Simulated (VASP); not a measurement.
Sc:

```
Sc
1.0
     3.29122    0.00000    0.00000
    -1.64561    2.85028    0.00000
     0.00000    0.00000    5.33257
Sc
2
Direct
  0.33333 0.66667 0.25000
  0.66667 0.33333 0.75000
```

- Program: VASP 6.6.1
- Task: relaxation of cell and atoms
- Functional: RPBE
- Potentials or basis: VASP PAW PBE potentials, release 64 (Sc_sv)
- Cutoff: 600 eV
- k mesh: 12 × 12 × 8
- Occupations: gaussian, width 0.1 eV
- Spin: no spin polarisation

At the start: pressure 1.4 GPa; volume 25.01 Å³/atom.

Where does the relaxation end?

Over 9 steps the energy falls by 8.3 meV/atom and the volume is 25.63 Å³/atom (+2.5 %); space group P6_3/mmc (No. 194, to 0.1 Å) before and after.

Step by step:
```tsv
step	energy change (eV)	largest force (eV/Å)	pressure (GPa)	volume (Å³)
1	0.0000	0.0000	1.41	50.02
2	-0.0142	0.0000	-0.32	51.63
3	-0.0143	0.0000	-0.45	51.76
4	-0.0164	0.0000	-0.12	51.41
5	-0.0166	0.0000	-0.06	51.31
6	-0.0166	0.0000	-0.02	51.28
7	-0.0166	0.0000	-0.05	51.29
8	-0.0166	0.0000	0.03	51.24
9	-0.0166	0.0000	0.00	51.27
```

Final structure:
```
Sc
1.0
     3.35958    0.00000    0.00000
    -1.67979    2.90948    0.00000
     0.00000    0.00000    5.24499
Sc
2
Direct
  0.33333 0.66667 0.25000
  0.66667 0.33333 0.75000
```

Caveat: the PAW data sets were made with another functional, which shifts forces and pressure a little.
